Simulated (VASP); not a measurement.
A run of VASP 6.6.1 is set up as follows.

File INCAR:

```
SYSTEM = HfN2
  ALGO = Normal
  EDIFF = 1E-6
  ENCUT = 520
  GGA = PE
  ISIF = 2
  ISMEAR = 0
  LASPH = .True.
  LCHARG = .False.
  LREAL = .False.
  LWAVE = .False.
  NBANDS = 17
  NELM = 60
  PREC = Accurate
  SIGMA = 0.1
```

Contents of KPOINTS:

```
k-points
0
Gamma
  16 16 16
  0 0 0
```

File POSCAR:

```
HfN2
1.0
    0.0000000000      2.5968236889      2.5968236889
    2.5968236889      0.0000000000      2.5968236889
    2.5968236889      2.5968236889      0.0000000000
Hf N
1 2
Direct
    0.0000000000      0.0000000000      0.0000000000
    0.2500000000      0.2500000000      0.2500000000
    0.7500000000      0.7500000000      0.7500000000
```

Potentials or basis: VASP PAW PBE potentials, release 64 (Hf_pv, N).

The run is started by

```sh
$ cat potpaw_PBE.64/Hf_pv/POTCAR potpaw_PBE.64/N/POTCAR > POTCAR
$ mpirun -np 1 vasp_std > vasp.out
```

**Question.** Predict the band gap on the k mesh.

**Answer.** Zero (bands 10 and 11 overlap by 1.58 eV).

**Question.** What does it give for the pressure?

**Answer.** -1.8 GPa.

Caveat: spin-orbit coupling is left out, which moves the levels of the heavy elements.
